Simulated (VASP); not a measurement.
# NaCu (P-6m2) in VASP: single point with PBE

Aim: the single point of NaCu with PBE.

All numbers are computed with VASP 6.6.1; they aren't measurements. Logs are shortened: lines on timing, memory, paths and dates and some standing lists are left out, and cuts for length are marked.

### Step 1. The cell of the first run

The structure is hexagonal, space group P-6m2 (No. 187). The conventional cell has a = 2.861 Å, b = 2.861 Å, c = 4.990 Å, α = 90.00°, β = 90.00°, γ = 120.00°. Within 3.8 Å of Na (site symmetry -6m2) lie 6 Na at 2.86 Å and 6 Cu at 2.99 Å. Cu (site symmetry -6m2) has 6 Cu at 2.86 Å and 6 Na at 2.99 Å within 3.8 Å.

### Step 2. Single point, PBE

File INCAR:

```
PREC = Accurate ; ENCUT = 520
EDIFF = 1E-7 ; ISMEAR = 0
SIGMA = 0.1 ; LREAL = F
LASPH = T ; NELM = 100
ALGO = Fast ; ISIF = 2
LWAVE = F ; LCHARG = F
GGA = PE ; NBANDS = 16
```

File KPOINTS:

```
regular mesh
0
Gamma
  18 18 8
```

File POSCAR:

```
NaCu
1.0
    2.8605005500      0.0000000000      0.0000000000
   -1.4302502750      2.4772661439      0.0000000000
    0.0000000000      0.0000000000      4.9904043111
Na Cu
1 1
Direct
    0.3333333333      0.6666666667      0.5000000000
    0.0000000000      0.0000000000      0.0000000000
```

Potentials or basis: VASP PAW PBE potentials, release 64 (Na_pv, Cu).

Run with:

```bash
cat potpaw_PBE.64/Na_pv/POTCAR potpaw_PBE.64/Cu/POTCAR > POTCAR
mpirun -np 1 vasp_std > vasp.out
```

OUTCAR:

```text
PREC = Accurate
   ENCUT = 520
   EDIFF = 1E-7
   ISMEAR = 0
   LREAL = F
   LASPH = T
   NELM = 100
   ISIF = 2
   GGA = PE

 ion  position               nearest neighbor table
   1  0.333  0.667  0.500-
   2  0.000  0.000  0.000-

  LATTYP: Found a hexagonal cell.
 ALAT       =     2.8605005500
 C/A-ratio  =     1.7445912783

  Lattice vectors:

 A1 = (   2.8605005500,   0.0000000000,   0.0000000000)
 A2 = (  -1.4302502750,   2.4772661439,   0.0000000000)
 A3 = (   0.0000000000,   0.0000000000,   4.9904043111)

Analysis of symmetry for initial positions (statically):
=====================================================================
 Subroutine PRICEL returns:
 Original cell was already a primitive cell.

 Routine SETGRP: Setting up the symmetry group for a
 hexagonal supercell.

 Subroutine GETGRP returns: Found 12 space group operations
 (whereof 12 operations were pure point group operations)
 out of a pool of 24 trial point group operations.

The static configuration has the point symmetry D_3h.

Analysis of symmetry for dynamics (positions and initial velocities):
=====================================================================
 Subroutine PRICEL returns:
 Original cell was already a primitive cell.

 Routine SETGRP: Setting up the symmetry group for a
 hexagonal supercell.

 Subroutine GETGRP returns: Found 12 space group operations
 (whereof 12 operations were pure point group operations)
 out of a pool of 24 trial point group operations.

The dynamic configuration has the point symmetry D_3h.

 Subroutine INISYM returns: Found 12 space group operations
 (whereof 12 operations are pure point group operations),
 and found     1 'primitive' translations

----------------------------------------------------------------------------------------

                                     Primitive cell

  volume of cell :      35.3631

  direct lattice vectors                    reciprocal lattice vectors
     2.860500550  0.000000000  0.000000000     0.349589165  0.201835399  0.000000000
    -1.430250275  2.477266144  0.000000000     0.000000000  0.403670798  0.000000000
     0.000000000  0.000000000  4.990404311     0.000000000  0.000000000  0.200384566

  length of vectors
     2.860500550  2.860500550  4.990404311     0.403670798  0.403670798  0.200384566

[... 79 lines left out ...]
   NELM   =    100;   NELMIN=  2; NELMDL= -5     # of ELM steps
   EDIFF  = 0.1E-06   stopping-criterion for ELM
   LREAL  =      F    real-space projection
   EDIFFG = 0.1E-05   stopping-criterion for IOM
   NSW    =      0    number of steps for IOM
   IBRION =     -1    ionic relax: 0-MD 1-quasi-New 2-CG
   NFREE  =      0    steps in history (QN), initial steepest desc. (CG)
   ISIF   =      2    stress and relaxation
   ISYM   =      2    0-nonsym 1-usesym 2-fastsym
   POTIM  = 0.5000    time-step for ionic-motion
   TEBEG  =    0.0;   TEEND  =   0.0 temperature during run
   PSTRESS=    0.0 pullay stress
   NELECT =      18.0000    total number of electrons
   NUPDOWN=      -1.0000    fix difference up-down
   EMIN   =  10.00;   EMAX   =-10.00  energy-range for DOS
   EFERMI =   0.00;   METHOD = LEGACY
   ISMEAR =     0;   SIGMA  =   0.10  broadening in eV -4-tet -1-fermi 0-gaus
   EFERMI_NEDOS =   21; number of points for ismear=-14 and -15
   IALGO  =     68    algorithm
   IMIX   =      4    mixing-type and parameters
     AMIX     =   0.40;   BMIX     =  1.00
     AMIX_MAG =   1.60;   BMIX_MAG =  1.00
  volume/ion in A,a.u.               =      17.68       119.32
  Fermi-wavevector in a.u.,A,eV,Ry     =   1.307120  2.470099 23.246413  1.708563
  Thomas-Fermi vector in A             =   2.437876
   LORBIT       =      0    0 simple, 1 ext, 2 COOP (PROOUT), +10 PAW based schemes
   GGA     = PE    functional components
   LHFCALC =     F    Hartree Fock is set to
   AEXX    =    0.0000 exact exchange contribution
   IVDW    =     0    specifies the selected vdW correction
   LEPSILON=     F    determine dielectric tensor
   LRPA    =     F    only Hartree local field effects (RPA)
 non-spin polarized calculation
 RMM-DIIS sequential band-by-band and
 Gauss-broadening in eV      SIGMA  =   0.10
  energy-cutoff  :      520.00
  volume of cell :       35.36
 maximum number of plane-waves:       978
 NGX is ok and might be reduce to    24
   NGX = 11   NGY = 11   NGZ = 19

 number of electron      18.0000005 magnetization

 Free energy of the ion-electron system (eV)
  ---------------------------------------------------
  ext. energy  EPLUGINS =         0.00000000
  ---------------------------------------------------
  free energy    TOTEN  =        -4.27949098 eV

  energy without entropy =       -4.27599505  energy(sigma->0) =       -4.27774302

 E-fermi :   3.5406     XC(G=0):  -9.6279

 val. band max:        3.5058068207   @ k =   0.2222   0.0556   0.2500
 cond. band min:       3.5472366614   @ k =   0.2222   0.1667   0.5000
 fundamental gap:      0.0414298407
 Fermi energy:         3.5406305040

 k-point     1 :       0.0000    0.0000    0.0000
  band No.  band energies     occupation
      1     -21.1416      2.00000
      2     -21.1050      2.00000
      3     -21.1050      2.00000
      4      -2.6763      2.00000
      5       0.4821      2.00000
      6       1.2418      2.00000
[... 433 lines left out ...]
      3     -21.0816      2.00000
      4       0.4683      2.00000
      5       0.7956      2.00000
      6       1.1086      2.00000
[... 8 lines left out ...]
     15      13.5723      0.00000
     16      17.8997      0.00000

 [... further k-points ...]

------------------------ aborting loop because EDIFF is reached ----------------------------------------

  FORCE on cell =-STRESS in cart. coord.  units (eV):
  Direction    XX          YY          ZZ          XY          YZ          ZX
  --------------------------------------------------------------------------------------
  -------------------------------------------------------------------------------------
  Total        0.0370608      0.0370608     -0.0115847      0.0000000      0.0000000      0.0000000
  in kB        1.6790927      1.6790927     -0.5248602      0.0000000      0.0000000      0.0000000
  external PRESSURE =       0.9444418 kB  Pullay stress =       0.0000000 kB

 VOLUME and BASIS-vectors are now :
 -----------------------------------------------------------------------------
  energy-cutoff  :      520.00
  volume of cell :       35.36
      direct lattice vectors                 reciprocal lattice vectors
     2.860500550  0.000000000  0.000000000     0.349589165  0.201835399  0.000000000
    -1.430250275  2.477266144  0.000000000     0.000000000  0.403670798  0.000000000
     0.000000000  0.000000000  4.990404311     0.000000000  0.000000000  0.200384566

 POSITION                                       TOTAL-FORCE (eV/Angst)
 -----------------------------------------------------------------------------------
     -0.00000      1.65151      2.49520         0.000000     -0.000000      0.000000
      0.00000      0.00000      0.00000        -0.000000      0.000000      0.000000
 -----------------------------------------------------------------------------------
    total drift:                                0.000000     -0.000000     -0.000000

  FREE ENERGIE OF THE ION-ELECTRON SYSTEM (eV)
  ---------------------------------------------------
  free  energy   TOTEN  =        -4.2794909770 eV

  energy  without entropy=       -4.2759950531  energy(sigma->0) =       -4.27774302
```

OSZICAR:

```text
N       E                     dE             d eps       ncg     rms          rms(c)
DAV:   1     0.113616048538E+03    0.11362E+03   -0.92446E+03  5976   0.159E+03
DAV:   2    -0.528517698837E+00   -0.11414E+03   -0.10644E+03  6024   0.291E+02
DAV:   3    -0.502525673774E+01   -0.44967E+01   -0.44144E+01  7832   0.712E+01
DAV:   4    -0.509020784677E+01   -0.64951E-01   -0.64947E-01  6520   0.805E+00
DAV:   5    -0.509231410956E+01   -0.21063E-02   -0.21062E-02  8552   0.152E+00    0.829E+00
RMM:   6    -0.559107935386E+01   -0.49877E+00   -0.98977E+00  7369   0.444E+01    0.747E+00
RMM:   7    -0.430944873358E+01    0.12816E+01   -0.25248E+00  6777   0.244E+01    0.650E-01
RMM:   8    -0.428949307902E+01    0.19956E-01   -0.18401E-01  7114   0.663E+00    0.918E-01
RMM:   9    -0.427929018085E+01    0.10203E-01   -0.19216E-02  7475   0.205E+00    0.714E-02
RMM:  10    -0.427964064080E+01   -0.35046E-03   -0.19444E-03  7977   0.603E-01    0.120E-01
RMM:  11    -0.427945852453E+01    0.18212E-03   -0.11899E-03  7780   0.434E-01    0.260E-02
RMM:  12    -0.427948811492E+01   -0.29590E-04   -0.28706E-04  8529   0.222E-01    0.251E-02
RMM:  13    -0.427948625671E+01    0.18582E-05   -0.87555E-05  7812   0.914E-02    0.330E-03
RMM:  14    -0.427949135899E+01   -0.51023E-05   -0.37281E-05  8152   0.730E-02    0.108E-02
RMM:  15    -0.427949032376E+01    0.10352E-05   -0.11034E-05  7099   0.365E-02    0.837E-04
RMM:  16    -0.427949093384E+01   -0.61008E-06   -0.59663E-06  8318   0.208E-02    0.181E-03
RMM:  17    -0.427949097697E+01   -0.43136E-07   -0.38206E-07  7160   0.468E-03
   1 F= -.42794910E+01 E0= -.42777430E+01  d E =-.349592E-02
```

stdout:

```text
POSCAR found type information on POSCAR NaCu
 POSCAR found :  2 types and       2 ions
 scaLAPACK will be used
 LDA part: xc-table for (Slater+PW92), standard interpolation
 POSCAR, INCAR and KPOINTS ok, starting setup
 FFT: planning ... GRIDC
 FFT: planning ... GRID_SOFT
 FFT: planning ... GRID
 WAVECAR not read
 entering main loop
```

Wall time 1.9 min (1 thread of Intel Xeon Platinum 8259CL at 2.50GHz (Skylake/Cascade Lake), shared host); peak memory 0.23 GiB.

What came out:

```yaml
Free_energy: -4.2795 eV
Pressure: 0.1 GPa
Band_gap_on_the_k_mesh: zero (band 9 reaches 6.84 eV, above the bottom of band 10 at 1.59 eV)
```
